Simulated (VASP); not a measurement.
# SnO2 (R-3m) in VASP: a series of runs

Runs on SnO2. Level: PBEsol. Tasks: single point.

Everything below comes from runs of VASP 6.6.1. Logs are shortened: lines on timing, memory, paths and dates and some standing lists are left out, and cuts for length are marked.

### Step 1. The cell of the first run

The structure is trigonal, space group R-3m (No. 166). Conventional cell: a = 3.239 Å, b = 3.239 Å, c = 13.348 Å, α = 90.00°, β = 90.00°, γ = 120.00°. Sn (site symmetry -3m) has 6 O at 2.16 Å within 2.9 Å. O (site symmetry 3m) has 3 Sn at 2.16 Å and 3 O at 2.86 Å within 2.9 Å.

### Step 2. Single point, PBEsol

INCAR

```
SYSTEM = SnO2
ALGO = Normal
EDIFF = 1E-7
ENCUT = 520
GGA = PS
ISIF = 2
ISMEAR = 0
LASPH = .True.
LCHARG = .True.
LELF = .True.
LREAL = .False.
LVHAR = .True.
LWAVE = .False.
NBANDS = 20
NELM = 100
PREC = Accurate
SIGMA = 0.05
```

KPOINTS

```
k-points
0
Gamma
  12 12 12
  0 0 0
```

POSCAR

```
SnO2
1.0
    1.6195307937      0.9350365397      4.4491903378
   -1.6195307937      0.9350365397      4.4491903378
    0.0000000000     -1.8700730794      4.4491903378
Sn O
1 2
Direct
    0.5000000000      0.5000000000      0.5000000000
    0.2477865012      0.2477865012      0.2477865012
    0.7522134988      0.7522134988      0.7522134988
```

Potentials or basis: VASP PAW PBE potentials, release 64 (Sn_d, O).

Started as:

```
$ cat potpaw_PBE.64/Sn_d/POTCAR potpaw_PBE.64/O/POTCAR > POTCAR
$ mpirun -np 1 vasp_std > vasp.out
```

OUTCAR:

```text
SYSTEM = SnO2
   EDIFF = 1E-7
   ENCUT = 520
   GGA = PS
   ISIF = 2
   ISMEAR = 0
   LASPH = .True.
   LREAL = .False.
   NELM = 100
   PREC = Accurate

 ion  position               nearest neighbor table
   1  0.500  0.500  0.500-   2 2.16   3 2.16   2 2.16   2 2.16   3 2.16   3 2.16
   2  0.248  0.248  0.248-   1 2.16   1 2.16   1 2.16
   3  0.752  0.752  0.752-   1 2.16   1 2.16   1 2.16

  LATTYP: Found a trigonal (rhomboedric) cell.
 ALAT       =     4.8262270962
 COS(alpha) =     0.7747872837

  Lattice vectors:

 A1 = (   1.6195307937,   0.9350365397,   4.4491903378)
 A2 = (  -1.6195307937,   0.9350365397,   4.4491903378)
 A3 = (   0.0000000000,  -1.8700730794,   4.4491903378)

Analysis of symmetry for initial positions (statically):
=====================================================================
 Subroutine PRICEL returns:
 Original cell was already a primitive cell.

 Routine SETGRP: Setting up the symmetry group for a
 trigonal (rhombohedral) supercell.

 Subroutine GETGRP returns: Found 12 space group operations
 (whereof 12 operations were pure point group operations)
 out of a pool of 12 trial point group operations.

The static configuration has the point symmetry D_3d.

Analysis of symmetry for dynamics (positions and initial velocities):
=====================================================================
 Subroutine PRICEL returns:
 Original cell was already a primitive cell.

 Routine SETGRP: Setting up the symmetry group for a
 trigonal (rhombohedral) supercell.

 Subroutine GETGRP returns: Found 12 space group operations
 (whereof 12 operations were pure point group operations)
 out of a pool of 12 trial point group operations.

The dynamic configuration has the point symmetry D_3d.

 Subroutine INISYM returns: Found 12 space group operations
 (whereof 12 operations are pure point group operations),
 and found     1 'primitive' translations

----------------------------------------------------------------------------------------

                                     Primitive cell

  volume of cell :      40.4250

  direct lattice vectors                    reciprocal lattice vectors
     1.619530794  0.935036540  4.449190338     0.308731394  0.178246154  0.074919998
    -1.619530794  0.935036540  4.449190338    -0.308731394  0.178246154  0.074919998
     0.000000000 -1.870073079  4.449190338     0.000000000 -0.356492307  0.074919998

  length of vectors
     4.826227096  4.826227096  4.826227096     0.364279798  0.364279798  0.364279798

  position of ions in fractional coordinates (direct lattice)
     0.500000000  0.500000000  0.500000000
     0.247786501  0.247786501  0.247786501
     0.752213499  0.752213499  0.752213499

  ion indices of the primitive-cell ions
   primitive index   ion index
                 1           1
                 2           2
                 3           3

----------------------------------------------------------------------------------------

 KPOINTS: k-points

Automatic generation of k-mesh.
 Grid dimensions read from file:
 generate k-points for:   12   12   12

 Generating k-lattice:

  Cartesian coordinates                     Fractional coordinates (reciprocal lattice)
     0.025727616  0.014853846  0.006243333     0.083333333 -0.000000000 -0.000000000
    -0.025727616  0.014853846  0.006243333    -0.000000000  0.083333333 -0.000000000
     0.000000000 -0.029707692  0.006243333    -0.000000000 -0.000000000  0.083333333

  Length of vectors
     0.030356650  0.030356650  0.030356650

  Shift w.r.t. Gamma in fractional coordinates (k-lattice)
     0.000000000  0.000000000  0.000000000

 Subroutine IBZKPT returns following result:
 ===========================================

 Found    189 irreducible k-points:

 Following reciprocal coordinates:
            Coordinates               Weight
  0.000000  0.000000  0.000000      1.000000
  0.083333  0.000000  0.000000      6.000000
  0.166667  0.000000  0.000000      6.000000
  0.250000 -0.000000 -0.000000      6.000000
  0.333333 -0.000000  0.000000      6.000000
  0.416667  0.000000  0.000000      6.000000
[... 16 lines left out ...]
  0.500000  0.166667  0.000000     12.000000
 -0.416667  0.166667  0.000000     12.000000
 [... further k-points ...]
   k-points           NKPTS =    189   k-points in BZ     NKDIM =    189   number of bands    NBANDS=     20
   number of dos      NEDOS =    301   number of ions     NIONS =      3
   total plane-waves  NPLWV =  46656
   dimension x,y,z NGX =    36 NGY =   36 NGZ =   36
   dimension x,y,z NGXF=    72 NGYF=   72 NGZF=   72
   ions per type =               1   2
   NGX,Y,Z   is equivalent  to a cutoff of  12.40, 12.40, 12.40 a.u.
   NGXF,Y,Z  is equivalent  to a cutoff of  24.80, 24.80, 24.80 a.u.
 SYSTEM =  SnO2
   PREC   = accura    normal or accurate (medium, high low for compatibility)
   ISTART =      0    job   : 0-new  1-cont  2-samecut
   ICHARG =      2    charge: 1-file 2-atom 10-const
   ISPIN  =      1    spin polarized calculation?
   LNONCOLLINEAR =      F non collinear calculations
   LSORBIT =      F    spin-orbit coupling
   LASPH  =      T    aspherical Exc in radial PAW
   ENCUT  =  520.0 eV  38.22 Ry    6.18 a.u.   8.97  8.97  8.97*2*pi/ulx,y,z
   NELM   =    100;   NELMIN=  2; NELMDL= -5     # of ELM steps
   EDIFF  = 0.1E-06   stopping-criterion for ELM
   LREAL  =      F    real-space projection
   EDIFFG = 0.1E-05   stopping-criterion for IOM
   NSW    =      0    number of steps for IOM
   IBRION =     -1    ionic relax: 0-MD 1-quasi-New 2-CG
   NFREE  =      0    steps in history (QN), initial steepest desc. (CG)
   ISIF   =      2    stress and relaxation
   ISYM   =      2    0-nonsym 1-usesym 2-fastsym
   POTIM  = 0.5000    time-step for ionic-motion
   TEBEG  =    0.0;   TEEND  =   0.0 temperature during run
   PSTRESS=    0.0 pullay stress
   NELECT =      26.0000    total number of electrons
   NUPDOWN=      -1.0000    fix difference up-down
   EMIN   =  10.00;   EMAX   =-10.00  energy-range for DOS
   EFERMI =   0.00;   METHOD = LEGACY
   ISMEAR =     0;   SIGMA  =   0.05  broadening in eV -4-tet -1-fermi 0-gaus
   EFERMI_NEDOS =   21; number of points for ismear=-14 and -15
   IALGO  =     38    algorithm
   IMIX   =      4    mixing-type and parameters
     AMIX     =   0.40;   BMIX     =  1.00
     AMIX_MAG =   1.60;   BMIX_MAG =  1.00
  volume/ion in A,a.u.               =      13.48        90.93
  Fermi-wavevector in a.u.,A,eV,Ry     =   1.413132  2.670431 27.170030  1.996941
  Thomas-Fermi vector in A             =   2.534809
   LORBIT       =      0    0 simple, 1 ext, 2 COOP (PROOUT), +10 PAW based schemes
   GGA     = PS    functional components
   LHFCALC =     F    Hartree Fock is set to
   AEXX    =    0.0000 exact exchange contribution
   IVDW    =     0    specifies the selected vdW correction
   LEPSILON=     F    determine dielectric tensor
   LRPA    =     F    only Hartree local field effects (RPA)
 non-spin polarized calculation
 Gauss-broadening in eV      SIGMA  =   0.05
  energy-cutoff  :      520.00
  volume of cell :       40.43
 maximum number of plane-waves:      1108
   NGX = 17   NGY = 17   NGZ = 17

 number of electron      26.0000002 magnetization

 Free energy of the ion-electron system (eV)
  ---------------------------------------------------
  ext. energy  EPLUGINS =         0.00000000
  ---------------------------------------------------
  free energy    TOTEN  =       -19.18499438 eV

  energy without entropy =      -19.18499438  energy(sigma->0) =      -19.18499438

 E-fermi :   4.5354     XC(G=0): -10.8310

 val. band max:        4.3283031446   @ k =   0.0000   0.0000   0.0000
 cond. band min:       5.5754006442   @ k =   0.0000   0.0000   0.0000
 fundamental gap:      1.2470974996
 Fermi energy:         4.5354456653

 k-point     1 :       0.0000    0.0000    0.0000
  band No.  band energies     occupation
      1     -15.7972      2.00000
      2     -15.6813      2.00000
      3     -15.6813      2.00000
      4     -15.5131      2.00000
      5     -15.5131      2.00000
      6     -13.7380      2.00000
[... 12 lines left out ...]
     19      20.7088      0.00000
     20      20.7088      0.00000

 k-point     2 :       0.0833    0.0000    0.0000
  band No.  band energies     occupation
      1     -15.7797      2.00000
      2     -15.7201      2.00000
      3     -15.6666      2.00000
      4     -15.5304      2.00000
      5     -15.5144      2.00000
      6     -13.6824      2.00000
[... 12 lines left out ...]
     19      19.3688      0.00000
     20      20.7674      0.00000

 k-point     3 :       0.1667    0.0000    0.0000
  band No.  band energies     occupation
      1     -15.8643      2.00000
      2     -15.7072      2.00000
      3     -15.6293      2.00000
      4     -15.5586      2.00000
      5     -15.5148      2.00000
      6     -13.5094      2.00000
[... 12 lines left out ...]
     19      18.1137      0.00000
     20      20.9927      0.00000

 k-point     4 :       0.2500   -0.0000   -0.0000
  band No.  band energies     occupation
      1     -16.0362      2.00000
      2     -15.6509      2.00000
      3     -15.5938      2.00000
      4     -15.5690      2.00000
      5     -15.4991      2.00000
      6     -13.2231      2.00000
[... 12 lines left out ...]
     19      17.4655      0.00000
     20      21.1750      0.00000

 k-point     5 :       0.3333   -0.0000    0.0000
  band No.  band energies     occupation
      1     -16.1974      2.00000
      2     -15.6440      2.00000
      3     -15.5842      2.00000
      4     -15.5318      2.00000
      5     -15.4563      2.00000
      6     -12.8661      2.00000
[... 12 lines left out ...]
     19      17.3267      0.00000
     20      19.9605      0.00000
[... 353 lines left out ...]
      6     -12.9995      2.00000
[... 12 lines left out ...]
     19      17.7928      0.00000
     20      19.6832      0.00000

 k-point    22 :       0.4167    0.1667    0.0000
  band No.  band energies     occupation
      1     -16.1496      2.00000
      2     -15.7303      2.00000
      3     -15.6017      2.00000
      4     -15.5530      2.00000
      5     -15.4470      2.00000
      6     -12.6003      2.00000
[... 12 lines left out ...]
     19      18.1654      0.00000
     20      18.8990      0.00000

 k-point    23 :       0.5000    0.1667    0.0000
  band No.  band energies     occupation
      1     -16.2234      2.00000
      2     -15.7353      2.00000
      3     -15.6167      2.00000
      4     -15.5155      2.00000
      5     -15.4454      2.00000
      6     -12.2284      2.00000
[... 12 lines left out ...]
     19      17.9577      0.00000
     20      18.9694      0.00000

 k-point    24 :      -0.4167    0.1667    0.0000
  band No.  band energies     occupation
      1     -16.2491      2.00000
      2     -15.7374      2.00000
      3     -15.6227      2.00000
      4     -15.4838      2.00000
      5     -15.4619      2.00000
      6     -12.0847      2.00000
[... 12 lines left out ...]
     19      17.5464      0.00000
     20      19.2097      0.00000

 [... further k-points ...]

------------------------ aborting loop because EDIFF is reached ----------------------------------------

  FORCE on cell =-STRESS in cart. coord.  units (eV):
  Direction    XX          YY          ZZ          XY          YZ          ZX
  --------------------------------------------------------------------------------------
  -------------------------------------------------------------------------------------
  Total       -2.2809605     -2.2809605     -2.6741517      0.0000000      0.0000000      0.0000000
  in kB      -90.4020598    -90.4020598   -105.9855331      0.0000000      0.0000000      0.0000000
  external PRESSURE =     -95.5965509 kB  Pullay stress =       0.0000000 kB

 VOLUME and BASIS-vectors are now :
 -----------------------------------------------------------------------------
  energy-cutoff  :      520.00
  volume of cell :       40.43
      direct lattice vectors                 reciprocal lattice vectors
     1.619530794  0.935036540  4.449190338     0.308731394  0.178246154  0.074919998
    -1.619530794  0.935036540  4.449190338    -0.308731394  0.178246154  0.074919998
     0.000000000 -1.870073079  4.449190338     0.000000000 -0.356492307  0.074919998

 POSITION                                       TOTAL-FORCE (eV/Angst)
 -----------------------------------------------------------------------------------
      0.00000      0.00000      6.67379         0.000000     -0.000000      0.000000
      0.00000      0.00000      3.30735         0.000000      0.000000     -1.321961
      0.00000      0.00000     10.04022         0.000000      0.000000      1.321961
 -----------------------------------------------------------------------------------
    total drift:                                0.000000     -0.000000      0.000000

  FREE ENERGIE OF THE ION-ELECTRON SYSTEM (eV)
  ---------------------------------------------------
  free  energy   TOTEN  =       -19.1849943775 eV

  energy  without entropy=      -19.1849943775  energy(sigma->0) =      -19.18499438
```

It took 2.9 min on 1 thread of Intel Xeon Platinum 8375C at 2.90GHz (Ice Lake), shared host; peak memory 0.3 GiB.

What came out:

```yaml
Free_energy: -19.1850 eV
Pressure: -9.6 GPa
Largest_force: 1.322 eV/Å
Band_gap_on_the_k_mesh: 1.25 eV, direct
```

Forces on the atoms (eV/Å):
```
Sn   0.000  0.000  0.000
O    0.000  0.000 -1.322
O    0.000  0.000  1.322
```

Stress tensor (GPa, compression positive):
```
 -9.04   0.00   0.00
  0.00  -9.04   0.00
  0.00   0.00 -10.60
```

Levels at points of the mesh, in eV from the valence-band top:
```tsv
k point	band 11	band 12	band 13	band 14	band 15	band 16
(0.00, 0.00, 0.00)	-1.11	-1.11	0.00	1.25	5.10	10.37
(0.50, 0.00, 0.00)	-2.07	-1.12	-1.01	4.66	7.17	9.59
(0.50, 0.50, 0.00)	-1.30	-0.62	-0.10	4.15	6.10	10.18
(0.50, 0.50, 0.50)	-1.53	-0.94	-0.94	3.17	5.25	10.72
```

Caveat: the PAW data sets were made with another functional, which shifts forces and pressure a little; spin-orbit coupling is left out, which moves the levels of the heavy elements.

### Step 3. Single point, PBEsol

INCAR

```
  PREC = Accurate
  ENCUT = 520
  EDIFF = 1E-6
  ISMEAR = 0
  SIGMA = 0.05
  LREAL = F
  LASPH = T
  NELM = 60
  ALGO = Normal
  ISIF = 2
  LWAVE = F
  LCHARG = F
  GGA = PS
  NBANDS = 20
```

KPOINTS

```
regular mesh
0
Gamma
  12 12 12
```

POSCAR

```
SnO2
1.0
    1.6195307937      0.9350365397      4.4491903378
   -1.6195307937      0.9350365397      4.4491903378
    0.0000000000     -1.8700730794      4.4491903378
Sn O
1 2
Direct
    0.5000000000      0.5000000000      0.5000000000
    0.2350891156      0.2350891156      0.2350891156
    0.7649108844      0.7649108844      0.7649108844
```

Potentials or basis: VASP PAW PBE potentials, release 64 (Sn_d, O).

Started as:

```
$ cat potpaw_PBE.64/Sn_d/POTCAR potpaw_PBE.64/O/POTCAR > POTCAR
$ mpirun -np 1 vasp_std > vasp.out
```

It took 2.7 min on 1 thread of Intel Xeon Platinum 8375C at 2.90GHz (Ice Lake), shared host; peak memory 0.3 GiB.

It converged, with:

```yaml
Free_energy: -19.2530 eV
Pressure: 4.0 GPa
Largest_force: 0.980 eV/Å
Band_gap_on_the_k_mesh: 1.86 eV, indirect (least direct gap 2.07 eV)
```

Forces in eV/Å, atoms in the order of the input:
```
Sn   0.000  0.000  0.000
O    0.000  0.000  0.980
O    0.000  0.000 -0.980
```

Stress tensor (GPa, compression positive):
```
3.18 0.00 0.00
0.00 3.18 0.00
0.00 0.00 5.71
```

Levels at points of the mesh, in eV from the valence-band top:
```tsv
k point	band 9	band 10	band 11	band 12	band 13	band 14	band 15	band 16	band 17	band 18
(0.00, 0.00, 0.00)	-1.53	-1.53	-1.18	-1.18	-0.21	1.86	5.77	10.89	10.89	12.07
(0.50, 0.00, 0.00)	-4.30	-3.50	-1.45	-0.73	-0.63	5.74	8.01	9.66	12.71	13.59
(0.50, 0.50, 0.00)	-4.64	-3.64	-0.95	-0.42	-0.02	5.37	6.94	10.83	11.10	13.28
(0.50, 0.50, 0.50)	-1.70	-1.63	-1.63	-1.10	-1.10	3.43	5.88	11.20	11.20	12.58
```

Caveat: the PAW data sets were made with another functional, which shifts forces and pressure a little; spin-orbit coupling is left out, which moves the levels of the heavy elements.

### Step 4. Single point, PBEsol

INCAR

```
SYSTEM = SnO2
PREC = Accurate
ENCUT = 520
EDIFF = 1E-6
ISMEAR = 0
SIGMA = 0.05
LREAL = .False.
LASPH = .True.
NELM = 80
ALGO = Normal
ISIF = 2
LWAVE = .False.
LCHARG = .False.
GGA = PS
NBANDS = 20
```

KPOINTS

```
regular mesh
0
Gamma
  12 12 12
  0 0 0
```

POSCAR

```
SnO2
1.0
    1.6195307937      0.9350365397      4.4491903378
   -1.6195307937      0.9350365397      4.4491903378
    0.0000000000     -1.8700730794      4.4491903378
Sn O
1 2
Direct
    0.5000000000      0.5000000000      0.5000000000
    0.2541351940      0.2541351940      0.2541351940
    0.7458648060      0.7458648060      0.7458648060
```

Started as:

```
$ cat potpaw_PBE.64/Sn_d/POTCAR potpaw_PBE.64/O/POTCAR > POTCAR
$ mpirun -np 1 vasp_std > vasp.out
```

Run time: 2.6 min. Hardware: 1 thread of Intel Xeon Platinum 8375C at 2.90GHz (Ice Lake), shared host; peak memory 0.3 GiB.

Results (log left out):

```
Free energy            : -18.8732 eV
Pressure               : -14.4 GPa
Largest force          : 2.343 eV/Å
Band gap on the k mesh : 0.98 eV, direct
```

Forces in eV/Å, atoms in the order of the input:
```
Sn   0.000  0.000  0.000
O    0.000  0.000 -2.343
O    0.000  0.000  2.343
```

Stress tensor (GPa, compression positive):
```
-12.13   0.00   0.00
  0.00 -12.13   0.00
  0.00   0.00 -18.86
```

Levels at points of the mesh, in eV from the valence-band top:
```
           k point  band 11  band 12  band 13  band 14  band 15  band 16
(0.00, 0.00, 0.00)    -1.03    -1.03     0.00     0.98     5.03    10.19
(0.50, 0.00, 0.00)    -2.31    -1.29    -1.09     4.20     6.69     9.27
(0.50, 0.50, 0.00)    -1.33    -0.56    -0.09     3.58     5.53     9.81
(0.50, 0.50, 0.50)    -1.41    -0.78    -0.78     3.14     5.07    10.57
```

Caveat: the PAW data sets were made with another functional, which shifts forces and pressure a little; spin-orbit coupling is left out, which moves the levels of the heavy elements. PBEsol gaps usually lie below the measured ones, often by a third to a half.

### Step 5. Single point, PBEsol

INCAR

```
PREC = Accurate ; ENCUT = 520
EDIFF = 1E-6 ; ISMEAR = 0
SIGMA = 0.05 ; LREAL = F
LASPH = T ; NELM = 100
ALGO = Normal ; ISIF = 2
LWAVE = F ; LCHARG = F
GGA = PS ; NBANDS = 20
```

KPOINTS

```
regular mesh
0
Gamma
  12 12 12
```

POSCAR

```
SnO2
1.0
    1.6195307937      0.9350365397      4.4491903378
   -1.6195307937      0.9350365397      4.4491903378
    0.0000000000     -1.8700730794      4.4491903378
Sn O
1 2
Direct
    0.5000000000      0.5000000000      0.5000000000
    0.2414378084      0.2414378084      0.2414378084
    0.7585621916      0.7585621916      0.7585621916
```

Started as:

```
$ cat potpaw_PBE.64/Sn_d/POTCAR potpaw_PBE.64/O/POTCAR > POTCAR
$ mpirun -np 1 vasp_std > vasp.out
```

It took 2.5 min on 1 thread of Intel Xeon Platinum 8375C at 2.90GHz (Ice Lake), shared host; peak memory 0.3 GiB.

Results (log left out):

| Quantity | Value |
| --- | --- |
| Free energy | -19.3165 eV |
| Pressure | -3.5 GPa |
| Largest force | 0.215 eV/Å |
| Band gap on the k mesh | 1.59 eV, indirect (least direct gap 1.61 eV) |

Forces in eV/Å, atoms in the order of the input:
```
Sn   0.000  0.000  0.000
O    0.000  0.000 -0.215
O    0.000  0.000  0.215
```

Stress tensor (GPa, compression positive):
```
-4.04  0.00  0.00
 0.00 -4.04  0.00
 0.00  0.00 -2.30
```

Levels at points of the mesh, in eV from the valence-band top:
```
           k point  band 10  band 11  band 12  band 13  band 14  band 15  band 16  band 17
(0.00, 0.00, 0.00)    -1.42    -1.11    -1.11    -0.02     1.59     5.41    10.65    10.65
(0.50, 0.00, 0.00)    -3.13    -1.73    -0.88    -0.81     5.23     7.67     9.78    12.26
(0.50, 0.50, 0.00)    -3.33    -1.12    -0.52    -0.02     4.80     6.63    10.66    11.00
(0.50, 0.50, 0.50)    -1.56    -1.56    -1.00    -1.00     3.31     5.57    10.98    10.98
```

Caveat: the PAW data sets were made with another functional, which shifts forces and pressure a little; spin-orbit coupling is left out, which moves the levels of the heavy elements. A hybrid or GW would open this gap; PBEsol tends to underestimate it.
